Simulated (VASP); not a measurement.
Ru: single point with PBEsol

Crystal: Ru.

```xyz
4
Lattice="3.3793 0.0000 0.0000 -1.6897 2.9266 0.0000 0.0000 0.0000 5.5759" Properties=species:S:1:pos:R:3 pbc="T T T"
Ru    0.0000    1.9510    2.4394
Ru    1.6897    0.9755    5.2274
Ru    1.6897    0.9755    3.1364
Ru    0.0000    1.9510    0.3485
```

```json
{
 "Program": "VASP 6.6.1",
 "Task": "single point",
 "Functional": "PBEsol",
 "Potentials or basis": "VASP PAW PBE potentials, release 64 (Ru_sv)",
 "Cutoff": "560 eV",
 "k mesh": "6 × 6 × 4",
 "Occupations": "gaussian, width 0.1 eV",
 "Spin": "no spin polarisation"
}
```

| Item | Value |
| --- | --- |
| Pressure | 140.3 GPa |
| Largest force | 0.104 eV/Å |
| Band gap on the k mesh | zero (bands 32 and 33 overlap by 0.88 eV) |

Forces on the atoms (eV/Å):
```
Ru   0.000  0.000  0.104
Ru   0.000  0.000  0.104
Ru   0.000  0.000 -0.104
Ru   0.000  0.000 -0.104
```

Stress tensor (GPa, compression positive):
```
141.76   0.00   0.00
  0.00 141.76   0.00
  0.00   0.00 137.52
```

Levels at points of the mesh, in eV from the Fermi level:
| k point | band 29 | band 30 | band 31 | band 32 | band 33 | band 34 | band 35 | band 36 |
| --- | --- | --- | --- | --- | --- | --- | --- | --- |
| (0.00, 0.00, 0.00) | -1.11 | -1.11 | -0.77 | -0.62 | 0.07 | 0.07 | 2.57 | 2.57 |
| (0.50, 0.00, 0.00) | -2.21 | -2.13 | -0.96 | 0.48 | 0.54 | 1.52 | 3.03 | 3.31 |
| (0.00, 0.00, 0.50) | -2.42 | -2.42 | -0.11 | -0.11 | -0.11 | -0.11 | 2.92 | 2.92 |
| (0.50, 0.00, 0.50) | -1.05 | -1.05 | -0.55 | -0.55 | 1.64 | 1.64 | 2.41 | 2.41 |

It took 24 s on 1 thread of AMD EPYC 9R45 96-Core Processor (Zen 5), with other jobs on the host, peak memory 0.16 GiB.

Caveat: the cell stands under pressure; the PAW data sets were made with another functional, which shifts forces and pressure a little.
